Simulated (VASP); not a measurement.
A run of VASP 6.6.1:

File INCAR:

```
PREC = Accurate
ENCUT = 600
EDIFF = 1E-6
ISMEAR = -1
SIGMA = 0.1
LREAL = F
LASPH = T
NELM = 60
ALGO = Normal
ISIF = 3
LWAVE = F
LCHARG = F
GGA = PS
IBRION = 2
NSW = 100
EDIFFG = -0.002
```

The input KPOINTS:

```
regular mesh
0
Gamma
  14 14 14
```

POSCAR

```
LiPb
1.0
    3.5220000000      0.0000000000      0.0000000000
    0.0000000000      3.5220000000      0.0000000000
    0.0000000000      0.0000000000      3.5220000000
Li Pb
1 1
Direct
    0.5000000000      0.5000000000      0.5000000000
    0.0000000000      0.0000000000      0.0000000000
```

Potentials or basis: VASP PAW PBE potentials, release 64 (Li_sv, Pb_d).

Launch:

```sh
$ cat potpaw_PBE.64/Li_sv/POTCAR potpaw_PBE.64/Pb_d/POTCAR > POTCAR
$ mpirun -np 1 vasp_std > vasp.out
```

Hardware: 1 thread of Intel(R) Xeon(R) 6975P-C (Granite Rapids) (shared host).

**Question.** How long does it take, and how much memory?

**Answer.** Run time: 42 s on 1 thread of Intel(R) Xeon(R) 6975P-C (Granite Rapids), on a shared host, peak memory 0.22 GiB. Counts: scf iterations 22, k points 120, ion steps 3.
